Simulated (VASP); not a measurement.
Input of a VASP 6.6.1 run:

INCAR

```
  METAGGA = R2SCAN
  ISMEAR = 0
  SIGMA = 0.03
  LWAVE = F
  LCHARG = F
  ISIF = 2
  PREC = Accurate
  LASPH = T
  LREAL = F
  ALGO = Normal
  EDIFF = 1E-6
  NELM = 120
  GGA_COMPAT = F
  ENCUT = 320
  EFERMI = MIDGAP
  LMIXTAU = T
  KPAR = 2
  NBANDS = 40
  ADDGRID = F
```

Contents of KPOINTS:

```
Automatic mesh
0
Gamma
  7 7 2
  0 0 0
```

POSCAR

```
Te2Mo
1.0
    3.5182000000      0.0000000000      0.0000000000
   -1.7591000000      3.0468505756      0.0000000000
    0.0000000000      0.0000000000     14.1133360000
Te Mo
4 2
Direct
    0.6666666700      0.3333333300      0.3790000000
    0.3333333300      0.6666666700      0.8790000000
    0.6666666700      0.3333333300      0.1210000000
    0.3333333300      0.6666666700      0.6210000000
    0.6666666700      0.3333333300      0.7500000000
    0.3333333300      0.6666666700      0.2528625400
```

Potentials or basis: VASP PAW PBE potentials, release 64 (Te, Mo_sv).

Run with:

```sh
$ cat potpaw_PBE.64/Te/POTCAR potpaw_PBE.64/Mo_sv/POTCAR > POTCAR
$ mpirun -np 2 vasp_std > vasp.out
```

Task: Predict the pressure.

Result: 1.0 GPa.

Task: Predict the largest force.

Result: 0.846 eV/Å.

Task: What does it give for the band gap on the k mesh?

Result: 0.97 eV (least direct gap 1.35 eV).

Forces on the atoms (eV/Å):
```
Te   0.000  0.000  0.163
Te   0.000  0.000 -0.282
Te   0.000  0.000  0.674
Te   0.000  0.000  0.277
Mo   0.000  0.000  0.014
Mo   0.000  0.000 -0.846
```

Caveat: the cell differs from its parent crystal (last atom moved by 0.04 Å along z, cell strained by +1.0% along z); the PAW data sets were made with another functional, which shifts forces and pressure a little; spin-orbit coupling is left out, which moves the levels of the heavy elements; an odd mesh through Γ misses points on the zone boundary, where band edges can lie.
